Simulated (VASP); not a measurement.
Wanted: the native input for a VASP 6.6.1 run.

```
Task                   : single point
Functional             : PBEsol
Potentials or basis    : VASP PAW PBE potentials, release 64 (Cu)
Cutoff                 : 520 eV
k mesh                 : 15 × 15 × 15
Occupations            : fermi-dirac, width 0.1 eV
Spin                   : no spin polarisation
Dipole correction      : no
Further INCAR settings : ALGO = Normal; EDIFF = 1e-07; NBANDS = 12
```

The structure of Cu lies in POSCAR:

```
Cu
1.0
   -1.4158377631      1.4158377631      1.4158377631
    1.4158377631     -1.4158377631      1.4158377631
    1.4158377631      1.4158377631     -1.4158377631
Cu
1
Direct
    0.0000000000      0.0000000000      0.0000000000
```

The input as run:

INCAR

```
SYSTEM = Cu
  PREC = Accurate
  ENCUT = 520
  EDIFF = 1E-7
  ISMEAR = -1
  SIGMA = 0.1
  LREAL = .FALSE.
  LASPH = .TRUE.
  NELM = 60
  ALGO = Normal
  ISIF = 2
  LWAVE = .FALSE.
  LCHARG = .FALSE.
  GGA = PS
  NBANDS = 12
```

KPOINTS

```
Automatic mesh
0
G
  15 15 15
  0 0 0
```

Potentials or basis: VASP PAW PBE potentials, release 64 (Cu).

Command:

```console
$ cat potpaw_PBE.64/Cu/POTCAR > POTCAR
$ mpirun -np 1 vasp_std > vasp.out
```

Results of the run:

- Pressure: 0.7 GPa

Caveat: the PAW data sets were made with another functional, which shifts forces and pressure a little.

Wall time 5.6 s on 1 thread of Intel(R) Xeon(R) 6975P-C (Granite Rapids) (shared host), peak memory 0.12 GiB.
